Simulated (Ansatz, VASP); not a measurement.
# One calculation of CdTe, two programs

```xyz
2
Lattice="0.0000 3.2679 3.2679 3.2679 0.0000 3.2679 3.2679 3.2679 0.0000" Properties=species:S:1:pos:R:3 pbc="T T T"
Te    4.9018    4.9018    4.9018
Cd    0.0000    0.0000    0.0000
```

Alike in both runs: task single point; functional HSE06; k mesh 4 × 4 × 4; occupations fermi-dirac, width 0.05 eV; no spin polarisation.

|  | VASP | Ansatz |
| --- | --- | --- |
| version | VASP 6.6.1 | Ansatz 0.2.0 |
| potentials or method | VASP PAW PBE potentials, release 64 (Te, Cd) | Ansatz PAW |
| plane-wave cutoff (eV) | 520 | 420 |
| valence electrons in the cell | 18 | 36 |

|  | VASP | Ansatz | Ansatz less VASP |
| --- | --- | --- | --- |
| gap on the k mesh at the Fermi level (eV) | 1.48 | 1.57 | +0.084 |
| least direct gap on the mesh (eV) | 1.48 | 1.57 | +0.084 |
| pressure (GPa) | 0.7 | 0.7 | +0.03 |

The functional is the same, so the differences come from potentials, cutoffs and numerics. VASP's potentials hold 18 valence electrons a cell and Ansatz's 36, so a difference there can come from the potentials and not from the codes.

Spin-orbit coupling is off throughout.
